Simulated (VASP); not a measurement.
Set up this calculation in VASP 6.6.1, as the native input.

* Task: single point
* Functional: PBE
* Potentials or basis: VASP PAW PBE potentials, release 64 (Rb_sv)
* Cutoff: 520 eV
* k mesh: 12 × 12 × 8
* Occupations: gaussian, width 0.1 eV
* Spin: no spin polarisation
* Dipole correction: no
* Further INCAR settings: ALGO = Fast; EDIFF = 1e-07; NBANDS = 16

The structure of Rb lies in POSCAR:

```
Rb
1.0
    4.9612207080      0.0000000000      0.0000000000
   -2.4806103540      4.2965431669      0.0000000000
    0.0000000000      0.0000000000      8.0591033795
Rb
2
Direct
    0.6666666667      0.3333333333      0.2499780873
    0.3333333333      0.6666666667      0.7500219127
```

This cell differs from its parent crystal: volume scaled by 0.94, then relaxed in part.

One way to write it, as run:

INCAR

```
SYSTEM = Rb
ALGO     = Fast           ! electronic algorithm
EDIFF    = 1E-7           ! SCF threshold, eV
ENCUT    = 520            ! plane-wave cutoff, eV
GGA      = PE             ! functional
ISIF     = 2              ! what is computed and relaxed
ISMEAR   = 0              ! smearing method
LASPH    = .TRUE.         ! aspherical terms in the spheres
LCHARG   = .TRUE.         ! write CHGCAR
LELF     = .TRUE.         ! ELF
LREAL    = .FALSE.        ! projectors in reciprocal space
LVHAR    = .TRUE.       
LWAVE    = .FALSE.        ! write WAVECAR
NBANDS   = 16             ! bands
NELM     = 100            ! most SCF steps
PREC     = Accurate       ! precision mode
SIGMA    = 0.1            ! smearing width, eV
```

KPOINTS

```
k-points
0
G
  12 12 8
  0 0 0
```

Potentials or basis: VASP PAW PBE potentials, release 64 (Rb_sv).

Command:

```bash
$ cat potpaw_PBE.64/Rb_sv/POTCAR > POTCAR
$ mpirun -np 1 vasp_std > vasp.out
```

Results of the run:

The pressure is 0.2 GPa. The band gap on the k mesh is zero (band 9 reaches 1.20 eV, above the bottom of band 10 at -1.20 eV).

It took 3.1 min on 1 thread of Intel(R) Xeon(R) 6975P-C (Granite Rapids) (shared host), peak memory 0.48 GiB.
